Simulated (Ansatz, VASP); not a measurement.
TiSn: VASP beside Ansatz

```
Ti Sn
1.0
     0.00000    2.80146    2.80146
     2.80146    0.00000    2.80146
     2.80146    2.80146    0.00000
Ti Sn
1 1
Direct
  0.50000 0.50000 0.50000
  0.00000 0.00000 0.00000
```

Alike in both runs: task single point; functional PBE; k mesh 6 × 6 × 6; occupations gaussian, width 0.1 eV; collinear spin.

|  | VASP | Ansatz |
| --- | --- | --- |
| version | VASP 6.6.1 | Ansatz 0.2.0 |
| potentials or method | VASP PAW PBE potentials, release 64 (Ti_sv, Sn_d), cutoff 520 eV | scalar-relativistic, plane waves, PAW |
| valence electrons in the cell | 26 | 26 |

```tsv
	VASP	Ansatz	Ansatz less VASP
gap on the k mesh at the Fermi level (eV)	none	none	-
pressure (GPa)	-0.1	-0.1	-0.01
net moment per atom (μB)	0.00	0.00	0.000
```

A gap of «none» marks a metal or a gap that the smearing closes. Ansatz's warnings: seeded moment not kept.
